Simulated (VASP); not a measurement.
Crystal: MgO.

```
Mg O
1.0
     2.93802    0.00000    0.00000
    -1.46901    2.54440    0.00000
     0.00000    0.00000    2.67968
Mg O
1 1
Direct
  0.00000 0.00000 0.00000
  0.33333 0.66667 0.50000
```

Base run:

* Program: VASP 6.6.1
* Functional: PBE
* Potentials or basis: VASP PAW PBE potentials, release 64 (Mg, O)
* Cutoff: 600 eV
* k mesh: 10 × 10 × 10
* Occupations: fermi-dirac, width 0.05 eV
* Spin: no spin polarisation

Its results: band gap on the k mesh 3.01 eV, indirect (least direct gap 3.40 eV); pressure -0.9 GPa.

**Question.** After a change of settings the same cell gave: band gap on the k mesh 2.93 eV, indirect (least direct gap 3.33 eV); pressure -4.3 GPa. Which change was it?
A. k mesh from 10 × 10 × 10 to 8 × 8 × 8
B. functional from PBE to PBEsol; cutoff from 600 eV to 520 eV; dispersion from none to D3(BJ)
C. functional from PBE to PBEsol; cutoff from 600 eV to 520 eV
D. functional from PBE to PBE0; cutoff from 600 eV to 520 eV; k mesh from 10 × 10 × 10 to 5 × 5 × 5

**Answer.** C.

PBEsol binds more tightly than PBE, so the same cell stands under less pressure.

Caveats: the PAW data sets were made with another functional, which shifts forces and pressure a little (some runs).
